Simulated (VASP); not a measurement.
NaF (Villiaumite), 2 atoms in the cell. It takes space group Fm-3m (No. 225, cubic). Conventional cell: a = 4.594 Å, b = 4.594 Å, c = 4.594 Å, α = 90.00°, β = 90.00°, γ = 90.00°. Na (site symmetry m-3m) has 6 F at 2.30 Å within 3.0 Å. F (site symmetry m-3m) has 6 Na at 2.30 Å within 3.0 Å. 

```yaml
Program: VASP 6.6.1
Task: phonons
Functional: r2SCAN
Potentials_or_basis: VASP PAW PBE potentials, release 64 (Na_pv, F)
Cutoff: 520 eV
k_mesh: 8 × 8 × 8
Occupations: gaussian, width 0.01 eV
Spin: no spin polarisation
Dipole_correction: no
Further_INCAR_settings: ALGO = Normal; EDIFF = 1e-08; IBRION = 6; POTIM = 0.015; NSW = 1
```

Potentials or basis: VASP PAW PBE potentials, release 64 (Na_pv, F).

Launch:

```console
$ cat potpaw_PBE.64/Na_pv/POTCAR potpaw_PBE.64/F/POTCAR > POTCAR
$ mpirun -np 1 vasp_std > vasp.out
```

Hardware: 1 thread of Intel(R) Xeon(R) 6975P-C (Granite Rapids), with other jobs on the host.

Task: How long does it take, and how much memory?

Result: Wall time 70 s on 1 thread of Intel(R) Xeon(R) 6975P-C (Granite Rapids), on a shared host, peak memory 0.15 GiB. Counts: scf iterations 69, k points 29.
